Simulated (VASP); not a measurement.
# TePb (Fm-3m) in VASP: further runs

Runs on TePb. Level: PBEsol. Tasks: vibrations by perturbation theory.

Program: VASP 6.6.1. These are calculated values, not measurements. Logs are shortened: lines on timing, memory, paths and dates and some standing lists are left out, and cuts for length are marked.

## Step 1: The cell of the first run

Symmetry: Fm-3m, No. 225, cubic system. The conventional cell has a = 6.378 Å, b = 6.378 Å, c = 6.378 Å, α = 90.00°, β = 90.00°, γ = 90.00°. Within 4.2 Å of Te (site symmetry m-3m) lie 6 Pb at 3.19 Å. Within 4.2 Å of Pb (site symmetry m-3m) lie 6 Te at 3.19 Å.

## Step 2: Vibrations by perturbation theory, PBEsol (volume scaled by 0.970)

INCAR reads:

```
PREC = Accurate
ENCUT = 520
EDIFF = 1E-8
ISMEAR = 0
SIGMA = 0.01
LREAL = False
LASPH = True
NELM = 100
ALGO = Normal
ISIF = 2
LWAVE = False
LCHARG = False
GGA = PS
NBANDS = 17
IBRION = 8
NSW = 1
```

KPOINTS reads:

```
regular mesh
0
Gamma
  6 6 6
```

POSCAR reads:

```
TePb
1.0
    0.0000000000      3.1887928450      3.1887928450
    3.1887928450      0.0000000000      3.1887928450
    3.1887928450      3.1887928450      0.0000000000
Te Pb
1 1
Direct
    0.5000000000      0.5000000000      0.5000000000
    0.0000000000      0.0000000000      0.0000000000
```

Potentials or basis: VASP PAW PBE potentials, release 64 (Te, Pb_d).

Started as:

```console
> cat potpaw_PBE.64/Te/POTCAR potpaw_PBE.64/Pb_d/POTCAR > POTCAR
> mpirun -np 1 vasp_std > vasp.out
```

OUTCAR:

```text
PREC = Accurate
   ENCUT = 520
   EDIFF = 1E-8
   ISMEAR = 0
   LREAL = False
   LASPH = True
   NELM = 100
   ISIF = 2
   GGA = PS
   IBRION = 8
   NSW = 1

 ion  position               nearest neighbor table
   1  0.500  0.500  0.500-   2 3.19   2 3.19   2 3.19   2 3.19   2 3.19   2 3.19
   2  0.000  0.000  0.000-   1 3.19   1 3.19   1 3.19   1 3.19   1 3.19   1 3.19

  LATTYP: Found a face centered cubic cell.
 ALAT       =     6.3775856900

  Lattice vectors:

 A1 = (   0.0000000000,   3.1887928450,   3.1887928450)
 A2 = (   3.1887928450,   0.0000000000,   3.1887928450)
 A3 = (   3.1887928450,   3.1887928450,   0.0000000000)

Analysis of symmetry for initial positions (statically):
=====================================================================
 Subroutine PRICEL returns:
 Original cell was already a primitive cell.

 Routine SETGRP: Setting up the symmetry group for a
 face centered cubic supercell.

 Subroutine GETGRP returns: Found 48 space group operations
 (whereof 48 operations were pure point group operations)
 out of a pool of 48 trial point group operations.

The static configuration has the point symmetry O_h .

Analysis of symmetry for dynamics (positions and initial velocities):
=====================================================================
 Subroutine PRICEL returns:
 Original cell was already a primitive cell.

 Routine SETGRP: Setting up the symmetry group for a
 face centered cubic supercell.

 Subroutine GETGRP returns: Found 48 space group operations
 (whereof 48 operations were pure point group operations)
 out of a pool of 48 trial point group operations.

The dynamic configuration has the point symmetry O_h .

 Subroutine INISYM returns: Found 48 space group operations
 (whereof 48 operations are pure point group operations),
 and found     1 'primitive' translations

----------------------------------------------------------------------------------------

                                     Primitive cell

  volume of cell :      64.8498

  direct lattice vectors                    reciprocal lattice vectors
     0.000000000  3.188792845  3.188792845    -0.156799148  0.156799148  0.156799148
     3.188792845  0.000000000  3.188792845     0.156799148 -0.156799148  0.156799148
     3.188792845  3.188792845  0.000000000     0.156799148  0.156799148 -0.156799148

  length of vectors
     4.509634089  4.509634089  4.509634089     0.271584090  0.271584090  0.271584090

  position of ions in fractional coordinates (direct lattice)
     0.500000000  0.500000000  0.500000000
     0.000000000  0.000000000  0.000000000

  ion indices of the primitive-cell ions
   primitive index   ion index
                 1           1
                 2           2

----------------------------------------------------------------------------------------

 KPOINTS: regular mesh

Automatic generation of k-mesh.
 Grid dimensions read from file:
 generate k-points for:    6    6    6

 Generating k-lattice:

  Cartesian coordinates                     Fractional coordinates (reciprocal lattice)
    -0.026133191  0.026133191  0.026133191     0.166666667  0.000000000  0.000000000
     0.026133191 -0.026133191  0.026133191     0.000000000  0.166666667  0.000000000
     0.026133191  0.026133191 -0.026133191     0.000000000  0.000000000  0.166666667

  Length of vectors
     0.045264015  0.045264015  0.045264015

  Shift w.r.t. Gamma in fractional coordinates (k-lattice)
     0.000000000  0.000000000  0.000000000

 Subroutine IBZKPT returns following result:
 ===========================================

 Found     16 irreducible k-points:

 Following reciprocal coordinates:
            Coordinates               Weight
  0.000000  0.000000  0.000000      1.000000
  0.166667  0.000000  0.000000      8.000000
  0.333333  0.000000  0.000000      8.000000
  0.500000  0.000000  0.000000      4.000000
  0.166667  0.166667  0.000000      6.000000
  0.333333  0.166667  0.000000     24.000000
[... 8 lines left out ...]
 -0.333333  0.333333  0.166667     24.000000
 -0.333333  0.500000  0.166667     12.000000
   k-points           NKPTS =     16   k-points in BZ     NKDIM =     16   number of bands    NBANDS=     17
   number of dos      NEDOS =    301   number of ions     NIONS =      2
   total plane-waves  NPLWV =  46656
   dimension x,y,z NGX =    36 NGY =   36 NGZ =   36
   dimension x,y,z NGXF=    72 NGYF=   72 NGZF=   72
   ions per type =               1   1
   NGX,Y,Z   is equivalent  to a cutoff of  13.27, 13.27, 13.27 a.u.
   NGXF,Y,Z  is equivalent  to a cutoff of  26.54, 26.54, 26.54 a.u.
 SYSTEM =  unknown system
   PREC   = accura    normal or accurate (medium, high low for compatibility)
   ISTART =      0    job   : 0-new  1-cont  2-samecut
   ICHARG =      2    charge: 1-file 2-atom 10-const
   ISPIN  =      1    spin polarized calculation?
   LNONCOLLINEAR =      F non collinear calculations
   LSORBIT =      F    spin-orbit coupling
   LASPH  =      T    aspherical Exc in radial PAW
   ENCUT  =  520.0 eV  38.22 Ry    6.18 a.u.   8.38  8.38  8.38*2*pi/ulx,y,z
   NELM   =    100;   NELMIN=  2; NELMDL= -5     # of ELM steps
   EDIFF  = 0.1E-07   stopping-criterion for ELM
   LREAL  =      F    real-space projection
   EDIFFG = 0.1E-06   stopping-criterion for IOM
   NSW    =      1    number of steps for IOM
   IBRION =      8    ionic relax: 0-MD 1-quasi-New 2-CG
   NFREE  =      0    steps in history (QN), initial steepest desc. (CG)
   ISIF   =      2    stress and relaxation
   ISYM   =      2    0-nonsym 1-usesym 2-fastsym
   POTIM  = 0.5000    time-step for ionic-motion
   TEBEG  =    0.0;   TEEND  =   0.0 temperature during run
   PSTRESS=    0.0 pullay stress
   NELECT =      20.0000    total number of electrons
   NUPDOWN=      -1.0000    fix difference up-down
   EMIN   =  10.00;   EMAX   =-10.00  energy-range for DOS
   EFERMI =   0.00;   METHOD = LEGACY
   ISMEAR =     0;   SIGMA  =   0.01  broadening in eV -4-tet -1-fermi 0-gaus
   EFERMI_NEDOS =   21; number of points for ismear=-14 and -15
   IALGO  =     38    algorithm
   IMIX   =      4    mixing-type and parameters
     AMIX     =   0.40;   BMIX     =  1.00
     AMIX_MAG =   1.60;   BMIX_MAG =  1.00
  volume/ion in A,a.u.               =      32.42       218.81
  Fermi-wavevector in a.u.,A,eV,Ry     =   1.106068  2.090166 16.645185  1.223387
  Thomas-Fermi vector in A             =   2.242564
   LORBIT       =      0    0 simple, 1 ext, 2 COOP (PROOUT), +10 PAW based schemes
   GGA     = PS    functional components
   LHFCALC =     F    Hartree Fock is set to
   AEXX    =    0.0000 exact exchange contribution
   IVDW    =     0    specifies the selected vdW correction
   LEPSILON=     F    determine dielectric tensor
   LRPA    =     F    only Hartree local field effects (RPA)
 non-spin polarized calculation
 Gauss-broadening in eV      SIGMA  =   0.01
  energy-cutoff  :      520.00
  volume of cell :       64.85
 maximum number of plane-waves:      1807
 NGX is ok and might be reduce to    36
   NGX = 17   NGY = 17   NGZ = 17

--------------------------------------- Ionic step        1  -------------------------------------------

 number of electron      19.9999999 magnetization

 Free energy of the ion-electron system (eV)
  ---------------------------------------------------
  ext. energy  EPLUGINS =         0.00000000
  ---------------------------------------------------
  free energy    TOTEN  =        -8.25058412 eV

  energy without entropy =       -8.25058412  energy(sigma->0) =       -8.25058412

 E-fermi :   6.0796     XC(G=0):  -9.6480

 val. band max:        5.9906363712   @ k =   0.5000   0.0000   0.0000
 cond. band min:       6.5700301784   @ k =   0.5000   0.0000   0.0000
 fundamental gap:      0.5793938071
 Fermi energy:         6.0796492019

 k-point     1 :       0.0000    0.0000    0.0000
  band No.  band energies     occupation
      1     -10.7226      2.00000
      2     -10.7226      2.00000
      3     -10.7083      2.00000
      4     -10.7083      2.00000
      5     -10.7083      2.00000
      6      -6.3909      2.00000
[... 299 lines left out ...]
      6      -4.4237      2.00000
[... 9 lines left out ...]
     16      16.8435      0.00000
     17      17.5108      0.00000

------------------------ aborting loop because EDIFF is reached ----------------------------------------

  FORCE on cell =-STRESS in cart. coord.  units (eV):
  Direction    XX          YY          ZZ          XY          YZ          ZX
  --------------------------------------------------------------------------------------
  -------------------------------------------------------------------------------------
  Total        0.5975868      0.5975868      0.5975868     -0.0000000     -0.0000000      0.0000000
  in kB       14.7639541     14.7639541     14.7639541     -0.0000000     -0.0000000      0.0000000
  external PRESSURE =      14.7639541 kB  Pullay stress =       0.0000000 kB

 VOLUME and BASIS-vectors are now :
 -----------------------------------------------------------------------------
  energy-cutoff  :      520.00
  volume of cell :       64.85
      direct lattice vectors                 reciprocal lattice vectors
     0.000000000  3.188792845  3.188792845    -0.156799148  0.156799148  0.156799148
     3.188792845  0.000000000  3.188792845     0.156799148 -0.156799148  0.156799148
     3.188792845  3.188792845  0.000000000     0.156799148  0.156799148 -0.156799148

 POSITION                                       TOTAL-FORCE (eV/Angst)
 -----------------------------------------------------------------------------------
      3.18879      3.18879      3.18879         0.000000      0.000000      0.000000
      0.00000      0.00000      0.00000        -0.000000      0.000000     -0.000000
 -----------------------------------------------------------------------------------
    total drift:                               -0.000000      0.000000      0.000000

  FREE ENERGIE OF THE ION-ELECTRON SYSTEM (eV)
  ---------------------------------------------------
  free  energy   TOTEN  =        -8.2505841168 eV

  energy  without entropy=       -8.2505841168  energy(sigma->0) =       -8.25058412

[... ionic steps 2 to 3 ...]

--------------------------------------- Ionic step        4  -------------------------------------------

------------------------ aborting loop because EDIFF is reached ----------------------------------------

[... ionic steps 5 to 6 ...]

--------------------------------------- Ionic step        7  -------------------------------------------

 Free energy of the ion-electron system (eV)
  ---------------------------------------------------
  ---------------------------------------------------
  free energy    TOTEN  =        -0.33521113 eV

  energy without entropy =       -0.33521113

------------------------ aborting loop because EDIFF is reached ----------------------------------------

 INTERNAL STRAIN TENSOR  FOR ION    2  DIRECTION 1   (eV/Angst):
 -----------------------------------------------------------------------------
     0.01493 -0.00000 -0.00000
     0.00000 -0.00266  0.00000
     0.00000  0.00000 -0.00266

 INTERNAL STRAIN TENSOR FOR ION    2 for displacements in x,y,z  (eV/Angst):
          X           Y           Z          XY          YZ          ZX
  --------------------------------------------------------------------------------
  x     0.00000     0.00000     0.00000     0.00000     0.00000     0.00000
  y     0.00000     0.00000     0.00000     0.00000     0.00000     0.00000
  z     0.00000     0.00000     0.00000     0.00000     0.00000     0.00000

 SECOND DERIVATIVES (NOT SYMMETRIZED)
 ------------------------------------
               1X          1Y          1Z          2X          2Y          2Z
  1X    -0.624431    0.000000    0.000000    0.624431    0.000000    0.000000
  1Y     0.000000   -0.624431    0.000000    0.000000    0.624431    0.000000
  1Z     0.000000    0.000000   -0.624431    0.000000    0.000000    0.624431
  2X     0.627671    0.000000    0.000000   -0.627671    0.000000    0.000000
  2Y     0.000000    0.627671    0.000000    0.000000   -0.627671    0.000000
  2Z     0.000000    0.000000    0.627671    0.000000    0.000000   -0.627671

 Eigenvectors and eigenvalues of the dynamical matrix
 ----------------------------------------------------

   1 f  =    1.391537 THz     8.743284 2PiTHz   46.416675 cm-1     5.754932 meV
             X         Y         Z           dx          dy          dz
      3.188793  3.188793  3.188793     0.000000    0.785910    0.000000
      0.000000  0.000000  0.000000     0.000000   -0.618340    0.000000
[... 21 lines left out ...]
   6 f/i=    0.001750 THz     0.010995 2PiTHz    0.058369 cm-1     0.007237 meV
             X         Y         Z           dx          dy          dz
      3.188793  3.188793  3.188793     0.000000    0.000000   -0.618340
      0.000000  0.000000  0.000000     0.000000    0.000000   -0.785910

--------------------------------------------------------------------------------------------------------

 ELASTIC MODULI CONTR FROM IONIC RELAXATION (kBar)
 Direction    XX          YY          ZZ          XY          YZ          ZX
 --------------------------------------------------------------------------------
 XX           0.0000      0.0000      0.0000      0.0000      0.0000      0.0000
 YY           0.0000      0.0000      0.0000      0.0000      0.0000      0.0000
 ZZ           0.0000      0.0000      0.0000      0.0000      0.0000      0.0000
 XY           0.0000      0.0000      0.0000      0.0000      0.0000      0.0000
 YZ           0.0000      0.0000      0.0000      0.0000      0.0000      0.0000
 ZX           0.0000      0.0000      0.0000      0.0000      0.0000      0.0000
 --------------------------------------------------------------------------------
```

It took 58 s on 1 thread of Intel Xeon 6975P-C (Granite Rapids), shared host; peak memory 0.28 GiB.

Results:

```yaml
Highest_phonon_frequency_at_Γ_LO-TO_splitting_left_out: 46 cm⁻¹
```

Phonon frequencies in cm⁻¹ (negative: imaginary):
```
              q point     frequencies
(0.000, 0.000, 0.000)  0 0 0 46 46 46
```

Caveat: the cell differs from its parent crystal (volume scaled by 0.970); the cell wasn't relaxed at this level first, which shifts response properties; the PAW data sets were made with another functional, which shifts forces and pressure a little; spin-orbit coupling is left out, which moves the levels of the heavy elements.

## Step 3: Vibrations by perturbation theory, PBEsol

This run uses another cell than the first one, of 33.43 Å³/atom, 1.031 times its volume.

INCAR reads:

```
SYSTEM = TePb
  PREC = Accurate
  ENCUT = 520
  EDIFF = 1E-8
  ISMEAR = 0
  SIGMA = 0.01
  LREAL = .FALSE.
  LASPH = .TRUE.
  NELM = 60
  ALGO = Normal
  ISIF = 2
  LWAVE = .FALSE.
  LCHARG = .FALSE.
  GGA = PS
  NBANDS = 17
  IBRION = 8
  NSW = 1
```

KPOINTS reads:

```
Automatic mesh
0
G
  6 6 6
  0 0 0
```

POSCAR reads:

```
TePb
1.0
    0.0000000000      3.2213337950      3.2213337950
    3.2213337950      0.0000000000      3.2213337950
    3.2213337950      3.2213337950      0.0000000000
Te Pb
1 1
Direct
    0.5000000000      0.5000000000      0.5000000000
    0.0000000000      0.0000000000      0.0000000000
```

Potentials or basis: VASP PAW PBE potentials, release 64 (Te, Pb_d).

Started as:

```console
> cat potpaw_PBE.64/Te/POTCAR potpaw_PBE.64/Pb_d/POTCAR > POTCAR
> mpirun -np 1 vasp_std > vasp.out
```

OUTCAR:

```text
SYSTEM = TePb
   PREC = Accurate
   ENCUT = 520
   EDIFF = 1E-8
   ISMEAR = 0
   LREAL = .FALSE.
   LASPH = .TRUE.
   NELM = 60
   ISIF = 2
   GGA = PS
   IBRION = 8
   NSW = 1

 ion  position               nearest neighbor table
   1  0.500  0.500  0.500-   2 3.22   2 3.22   2 3.22   2 3.22   2 3.22   2 3.22
   2  0.000  0.000  0.000-   1 3.22   1 3.22   1 3.22   1 3.22   1 3.22   1 3.22

  LATTYP: Found a face centered cubic cell.
 ALAT       =     6.4426675900
[... 568 lines left out ...]
               1X          1Y          1Z          2X          2Y          2Z
  1X    -0.336884    0.000000    0.000000    0.336884    0.000000    0.000000
  1Y     0.000000   -0.336884    0.000000    0.000000    0.336884    0.000000
  1Z     0.000000    0.000000   -0.336884    0.000000    0.000000    0.336884
  2X     0.335408    0.000000    0.000000   -0.335408    0.000000    0.000000
  2Y     0.000000    0.335408    0.000000    0.000000   -0.335408    0.000000
  2Z     0.000000    0.000000    0.335408    0.000000    0.000000   -0.335408

 Eigenvectors and eigenvalues of the dynamical matrix
 ----------------------------------------------------

   1 f  =    1.020236 THz     6.410332 2PiTHz   34.031412 cm-1     4.219355 meV
             X         Y         Z           dx          dy          dz
      3.221334  3.221334  3.221334    -0.787344    0.000000    0.000000
      0.000000  0.000000  0.000000     0.616513    0.000000    0.000000
[... 21 lines left out ...]
   6 f/i=    0.001087 THz     0.006828 2PiTHz    0.036251 cm-1     0.004494 meV
             X         Y         Z           dx          dy          dz
      3.221334  3.221334  3.221334    -0.616513    0.000000    0.000000
      0.000000  0.000000  0.000000    -0.787344    0.000000    0.000000

--------------------------------------------------------------------------------------------------------

 ELASTIC MODULI CONTR FROM IONIC RELAXATION (kBar)
 Direction    XX          YY          ZZ          XY          YZ          ZX
 --------------------------------------------------------------------------------
 XX           0.0000      0.0000      0.0000      0.0000      0.0000      0.0000
 YY           0.0000      0.0000      0.0000      0.0000      0.0000      0.0000
 ZZ           0.0000      0.0000      0.0000      0.0000      0.0000      0.0000
 XY           0.0000      0.0000      0.0000      0.0000      0.0000      0.0000
 YZ           0.0000      0.0000      0.0000      0.0000      0.0000      0.0000
 ZX           0.0000      0.0000      0.0000      0.0000      0.0000      0.0000
 --------------------------------------------------------------------------------
```

Run time: 62 s. Hardware: 1 thread of Intel Xeon 6975P-C (Granite Rapids), shared host; peak memory 0.28 GiB.

What came out:

```yaml
Highest_phonon_frequency_at_Γ_LO-TO_splitting_left_out: 34 cm⁻¹
```

Phonon frequencies in cm⁻¹ (negative: imaginary):
```csv
q point,frequencies
"(0.000, 0.000, 0.000)",0 0 0 34 34 34
```

Caveat: the PAW data sets were made with another functional, which shifts forces and pressure a little; spin-orbit coupling is left out, which moves the levels of the heavy elements.

(Part 1 of 3 ends here.)
